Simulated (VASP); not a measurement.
# Mg (P6_3/mmc) in VASP: a series of runs

Aim: see how the results for Mg move with the level of theory and the settings. Levels: PBE+D4, PBEsol+D4, RPBE+D4. Tasks: single point.

Program: VASP 6.6.1. These are calculated values, not measurements. Logs are shortened: lines on timing, memory, paths and dates and some standing lists are left out, and cuts for length are marked.

## 1. The cell of the first run

It takes space group P6_3/mmc (No. 194, hexagonal). Conventional cell: a = 3.144 Å, b = 3.144 Å, c = 5.104 Å, α = 90.00°, β = 90.00°, γ = 120.00°. Mg (site symmetry -6m2) has 12 Mg at 3.13 to 3.14 Å within 4.1 Å.

## 2. Single point, PBE+D4

INCAR reads:

```
PREC     = Accurate       # precision mode
ENCUT    = 520            # plane-wave cutoff, eV
EDIFF    = 1E-6           # SCF threshold, eV
ISMEAR   = -1             # smearing method
SIGMA    = 0.05           # smearing width, eV
LREAL    = F              # projectors in reciprocal space
LASPH    = T              # aspherical terms in the spheres
NELM     = 80             # most SCF steps
ALGO     = Fast           # electronic algorithm
ISIF     = 2              # what is computed and relaxed
LWAVE    = F              # write WAVECAR
LCHARG   = F              # write CHGCAR
GGA      = PE             # functional
IVDW     = 13             # dispersion correction
NBANDS   = 9              # bands
```

KPOINTS reads:

```
Automatic mesh
0
Gamma
  10 10 5
```

POSCAR reads:

```
Mg
1.0
    3.1437856987      0.0000000000      0.0000000000
   -1.5718928494      2.7225982792      0.0000000000
    0.0000000000      0.0000000000      5.1039375022
Mg
2
Direct
    0.6666666667      0.3333333333      0.7500000000
    0.3333333333      0.6666666667      0.2500000000
```

Potentials or basis: VASP PAW PBE potentials, release 64 (Mg).

Started as:

```console
cat potpaw_PBE.64/Mg/POTCAR > POTCAR
mpirun -np 1 vasp_std > vasp.out
```

OUTCAR:

```text
PREC = Accurate
   ENCUT = 520
   EDIFF = 1E-6
   ISMEAR = -1
   LREAL = F
   LASPH = T
   NELM = 80
   ISIF = 2
   GGA = PE
   IVDW = 13

 ion  position               nearest neighbor table
   1  0.667  0.333  0.750-   2 3.13   2 3.13   2 3.13   2 3.13   2 3.13   2 3.13
   2  0.333  0.667  0.250-   1 3.13   1 3.13   1 3.13   1 3.13   1 3.13   1 3.13

  LATTYP: Found a hexagonal cell.
 ALAT       =     3.1437856987
 C/A-ratio  =     1.6235004518

  Lattice vectors:

 A1 = (   3.1437856987,   0.0000000000,   0.0000000000)
 A2 = (  -1.5718928494,   2.7225982792,   0.0000000000)
 A3 = (   0.0000000000,   0.0000000000,   5.1039375022)

Analysis of symmetry for initial positions (statically):
=====================================================================
 Subroutine PRICEL returns:
 Original cell was already a primitive cell.

 Routine SETGRP: Setting up the symmetry group for a
 hexagonal supercell.

 Subroutine GETGRP returns: Found 24 space group operations
 (whereof 12 operations were pure point group operations)
 out of a pool of 24 trial point group operations.

The static configuration has the point symmetry D_3d.
 The point group associated with its full space group is D_6h.

Analysis of symmetry for dynamics (positions and initial velocities):
=====================================================================
 Subroutine PRICEL returns:
 Original cell was already a primitive cell.

 Routine SETGRP: Setting up the symmetry group for a
 hexagonal supercell.

 Subroutine GETGRP returns: Found 24 space group operations
 (whereof 12 operations were pure point group operations)
 out of a pool of 24 trial point group operations.

The dynamic configuration has the point symmetry D_3d.
 The point group associated with its full space group is D_6h.

 Subroutine INISYM returns: Found 24 space group operations
 (whereof 12 operations are pure point group operations),
 and found     1 'primitive' translations

----------------------------------------------------------------------------------------

                                     Primitive cell

  volume of cell :      43.6860

  direct lattice vectors                    reciprocal lattice vectors
     3.143785699  0.000000000  0.000000000     0.318087839  0.183648100  0.000000000
    -1.571892849  2.722598279  0.000000000     0.000000000  0.367296199  0.000000000
     0.000000000  0.000000000  5.103937502     0.000000000  0.000000000  0.195927164

  length of vectors
     3.143785699  3.143785699  5.103937502     0.367296199  0.367296199  0.195927164

  position of ions in fractional coordinates (direct lattice)
     0.666666667  0.333333333  0.750000000
     0.333333333  0.666666667  0.250000000

  ion indices of the primitive-cell ions
   primitive index   ion index
                 1           1
                 2           2

----------------------------------------------------------------------------------------

 KPOINTS: Automatic mesh

Automatic generation of k-mesh.
 Grid dimensions read from file:
 generate k-points for:   10   10    5

 Generating k-lattice:

  Cartesian coordinates                     Fractional coordinates (reciprocal lattice)
     0.031808784  0.018364810  0.000000000     0.100000000  0.000000000  0.000000000
     0.000000000  0.036729620  0.000000000     0.000000000  0.100000000  0.000000000
     0.000000000  0.000000000  0.039185433     0.000000000  0.000000000  0.200000000

  Length of vectors
     0.036729620  0.036729620  0.039185433

  Shift w.r.t. Gamma in fractional coordinates (k-lattice)
     0.000000000  0.000000000  0.000000000

 Subroutine IBZKPT returns following result:
 ===========================================

 Found     42 irreducible k-points:

 Following reciprocal coordinates:
            Coordinates               Weight
  0.000000  0.000000  0.000000      1.000000
  0.100000 -0.000000  0.000000      6.000000
  0.200000 -0.000000  0.000000      6.000000
  0.300000  0.000000  0.000000      6.000000
  0.400000  0.000000  0.000000      6.000000
  0.500000  0.000000  0.000000      3.000000
[... 16 lines left out ...]
  0.300000  0.100000  0.200000     24.000000
  0.400000  0.100000  0.200000     24.000000
 [... further k-points ...]
   k-points           NKPTS =     42   k-points in BZ     NKDIM =     42   number of bands    NBANDS=      9
   number of dos      NEDOS =    301   number of ions     NIONS =      2
   total plane-waves  NPLWV =  23040
   dimension x,y,z NGX =    24 NGY =   24 NGZ =   40
   dimension x,y,z NGXF=    48 NGYF=   48 NGZF=   80
   ions per type =               2
   NGX,Y,Z   is equivalent  to a cutoff of  12.69, 12.69, 13.03 a.u.
   NGXF,Y,Z  is equivalent  to a cutoff of  25.38, 25.38, 26.06 a.u.
 SYSTEM =  unknown system
   PREC   = accura    normal or accurate (medium, high low for compatibility)
   ISTART =      0    job   : 0-new  1-cont  2-samecut
   ICHARG =      2    charge: 1-file 2-atom 10-const
   ISPIN  =      1    spin polarized calculation?
   LNONCOLLINEAR =      F non collinear calculations
   LSORBIT =      F    spin-orbit coupling
   LASPH  =      T    aspherical Exc in radial PAW
   ENCUT  =  520.0 eV  38.22 Ry    6.18 a.u.   5.85  5.85  9.49*2*pi/ulx,y,z
   NELM   =     80;   NELMIN=  2; NELMDL= -5     # of ELM steps
   EDIFF  = 0.1E-05   stopping-criterion for ELM
   LREAL  =      F    real-space projection
   EDIFFG = 0.1E-04   stopping-criterion for IOM
   NSW    =      0    number of steps for IOM
   IBRION =     -1    ionic relax: 0-MD 1-quasi-New 2-CG
   NFREE  =      0    steps in history (QN), initial steepest desc. (CG)
   ISIF   =      2    stress and relaxation
   ISYM   =      2    0-nonsym 1-usesym 2-fastsym
   POTIM  = 0.5000    time-step for ionic-motion
   TEBEG  =    0.0;   TEEND  =   0.0 temperature during run
   PSTRESS=    0.0 pullay stress
   NELECT =       4.0000    total number of electrons
   NUPDOWN=      -1.0000    fix difference up-down
   EMIN   =  10.00;   EMAX   =-10.00  energy-range for DOS
   EFERMI =   0.00;   METHOD = LEGACY
   ISMEAR =    -1;   SIGMA  =   0.05  broadening in eV -4-tet -1-fermi 0-gaus
   EFERMI_NEDOS =   21; number of points for ismear=-14 and -15
   IALGO  =     68    algorithm
   IMIX   =      4    mixing-type and parameters
     AMIX     =   0.40;   BMIX     =  1.00
     AMIX_MAG =   1.60;   BMIX_MAG =  1.00
  volume/ion in A,a.u.               =      21.84       147.40
  Fermi-wavevector in a.u.,A,eV,Ry     =   0.737872  1.394375  7.407756  0.544455
  Thomas-Fermi vector in A             =   1.831658
   LORBIT       =      0    0 simple, 1 ext, 2 COOP (PROOUT), +10 PAW based schemes
   GGA     = PE    functional components
   LHFCALC =     F    Hartree Fock is set to
   AEXX    =    0.0000 exact exchange contribution
   IVDW    =    13    specifies the selected vdW correction
   LEPSILON=     F    determine dielectric tensor
   LRPA    =     F    only Hartree local field effects (RPA)
 non-spin polarized calculation
 RMM-DIIS sequential band-by-band and
  energy-cutoff  :      520.00
  volume of cell :       43.69
 maximum number of plane-waves:      1189
 NGX is ok and might be reduce to    24
   NGX = 11   NGY = 11   NGZ = 19

 number of electron       4.0000000 magnetization

 Free energy of the ion-electron system (eV)
  ---------------------------------------------------
  ext. energy  EPLUGINS =         0.00000000
  ---------------------------------------------------
  free energy    TOTEN  =        -2.99534888 eV

  energy without entropy =       -2.98435967  energy(sigma->0) =       -2.98985427

 E-fermi :   2.9273     XC(G=0):  -8.6463

 val. band max:        2.8987439811   @ k =   0.4000   0.1000   0.4000
 cond. band min:       2.9387387662   @ k =   0.3000   0.3000   0.0000
 fundamental gap:      0.0399947851
 Fermi energy:         2.9272598058

 k-point     1 :       0.0000    0.0000    0.0000
  band No.  band energies     occupation
      1      -4.2505      2.00000
      2       1.1328      2.00000
      3       1.6588      2.00000
      4      14.1281      0.00000
      5      14.1281      0.00000
      6      14.3452      0.00000
      7      14.3452      0.00000
      8      15.0204      0.00000
      9      16.7879      0.00000

 k-point     2 :       0.1000   -0.0000    0.0000
  band No.  band energies     occupation
      1      -4.0470      2.00000
      2       1.3178      2.00000
      3       1.8553      2.00000
      4      11.2993      0.00000
      5      12.7247      0.00000
      6      13.5036      0.00000
      7      15.9609      0.00000
      8      15.9838      0.00000
      9      16.1043      0.00000

 k-point     3 :       0.2000   -0.0000    0.0000
  band No.  band energies     occupation
      1      -3.4394      2.00000
      2       1.8732      2.00000
      3       2.4314      1.99990
      4       8.2459      0.00000
      5      11.5480      0.00000
      6      11.9291      0.00000
      7      13.0606      0.00000
      8      14.4930      0.00000
      9      16.1311      0.00000

 k-point     4 :       0.3000    0.0000    0.0000
  band No.  band energies     occupation
      1      -2.4356      2.00000
      2       2.8005      1.85317
      3       3.2897      0.00142
      4       5.5673      0.00000
      5      10.2170      0.00000
      6      10.2784      0.00000
      7      10.7083      0.00000
      8      12.8178      0.00000
      9      15.1718      0.00000
[... 205 lines left out ...]
 k-point    22 :       0.2000    0.1000    0.2000
  band No.  band energies     occupation
      1      -2.6077      2.00000
      2       0.7369      2.00000
      3       5.0139      0.00000
      4       7.1879      0.00000
      5       8.8995      0.00000
      6      10.4298      0.00000
      7      12.0805      0.00000
      8      14.0672      0.00000
      9      14.4568      0.00000

 k-point    23 :       0.3000    0.1000    0.2000
  band No.  band energies     occupation
      1      -1.4159      2.00000
      2       1.8591      2.00000
      3       4.3620      0.00000
      4       6.2998      0.00000
      5       7.3766      0.00000
      6       8.7050      0.00000
      7      11.2718      0.00000
      8      12.1700      0.00000
      9      14.1788      0.00000

 k-point    24 :       0.4000    0.1000    0.2000
  band No.  band energies     occupation
      1       0.1450      2.00000
      2       2.0039      2.00000
      3       3.5281      0.00001
      4       5.3111      0.00000
      5       7.2946      0.00000
      6       8.3905      0.00000
      7       9.9899      0.00000
      8      11.2292      0.00000
      9      13.8582      0.00000

 [... further k-points ...]

------------------------ aborting loop because EDIFF is reached ----------------------------------------

  DFT-D4 for vdW energy calculation

  Edisp (eV):   -0.15910

  FORCE on cell =-STRESS in cart. coord.  units (eV):
  Direction    XX          YY          ZZ          XY          YZ          ZX
  --------------------------------------------------------------------------------------
  -------------------------------------------------------------------------------------
  Total       0.26572     0.26572     0.55526    -0.00000    -0.00000     0.00000
  in kB       9.74538     9.74538    20.36426    -0.00000    -0.00000     0.00000
  external pressure =       13.29 kB  Pullay stress =        0.00 kB

 VOLUME and BASIS-vectors are now :
 -----------------------------------------------------------------------------
  energy-cutoff  :      520.00
  volume of cell :       43.69
      direct lattice vectors                 reciprocal lattice vectors
     3.143785699  0.000000000  0.000000000     0.318087839  0.183648100  0.000000000
    -1.571892849  2.722598279  0.000000000     0.000000000  0.367296199  0.000000000
     0.000000000  0.000000000  5.103937502     0.000000000  0.000000000  0.195927164

 POSITION                                       TOTAL-FORCE (eV/Angst)
 -----------------------------------------------------------------------------------
      1.57189      0.90753      3.82795        -0.000000     -0.000000      0.000000
     -0.00000      1.81507      1.27598         0.000000      0.000000      0.000000
 -----------------------------------------------------------------------------------
    total drift:                                0.000000     -0.000000      0.000000

  FREE ENERGIE OF THE ION-ELECTRON SYSTEM (eV)
  ---------------------------------------------------
  free  energy   TOTEN  =        -3.1544474493 eV

  energy  without entropy=       -3.1434582405  energy(sigma->0) =       -3.14895284
```

Wall time 5.5 s (1 thread of Intel Xeon 6975P-C, shared host); peak memory 0.16 GiB.

Results:

* Free energy: -3.1544 eV
* Pressure: 1.3 GPa
* Band gap on the k mesh: zero (band 2 reaches 3.54 eV, above the bottom of band 3 at 1.66 eV)
* Dispersion energy per atom: -0.080 eV

Levels at points of the mesh, in eV from the Fermi level:
```tsv
k point	band 1	band 2	band 3	band 4	band 5
(0.00, 0.00, 0.00)	-7.18	-1.79	-1.27	11.20	11.20
(0.50, 0.00, 0.00)	-2.26	-2.20	2.71	3.01	3.40
```

Caveat: pairwise dispersion overbinds metals, which lowers pressure and volume.

## 3. Single point, PBEsol+D4

INCAR reads:

```
  ALGO = Fast
  EDIFF = 1E-6
  ENCUT = 520
  GGA = PS
  ISIF = 2
  ISMEAR = -1
  IVDW = 13
  LASPH = True
  LCHARG = False
  LREAL = False
  LWAVE = False
  NBANDS = 9
  NELM = 60
  PREC = Accurate
  SIGMA = 0.05
```

KPOINTS reads:

```
k-points
0
Gamma
  10 10 5
```

POSCAR is that of step 2.

Potentials or basis: VASP PAW PBE potentials, release 64 (Mg).

Started as:

```console
cat potpaw_PBE.64/Mg/POTCAR > POTCAR
mpirun -np 1 vasp_std > vasp.out
```

Wall time 6.4 s (1 thread of Intel Xeon 6975P-C, shared host); peak memory 0.16 GiB.

Results (log left out):

```yaml
Free_energy: -3.5287 eV
Pressure: 0.9 GPa
Band_gap_on_the_k_mesh: zero (band 2 reaches 3.50 eV, above the bottom of band 3 at 1.62 eV)
Dispersion_energy_per_atom: -0.046 eV
```

Stress tensor (GPa, compression positive):
```
0.52 0.00 0.00
0.00 0.52 0.00
0.00 0.00 1.58
```

Levels at points of the mesh, in eV from the Fermi level:
| k point | band 1 | band 2 | band 3 | band 4 | band 5 | band 6 |
| --- | --- | --- | --- | --- | --- | --- |
| (0.00, 0.00, 0.00) | -7.18 | -1.80 | -1.27 | 11.19 | 11.19 | 11.41 |
| (0.50, 0.00, 0.00) | -2.26 | -2.20 | 2.70 | 3.01 | 3.39 | 3.80 |

Caveat: the PAW data sets were made with another functional, which shifts forces and pressure a little; pairwise dispersion overbinds metals, which lowers pressure and volume.

(Part 1 of 2 ends here.)
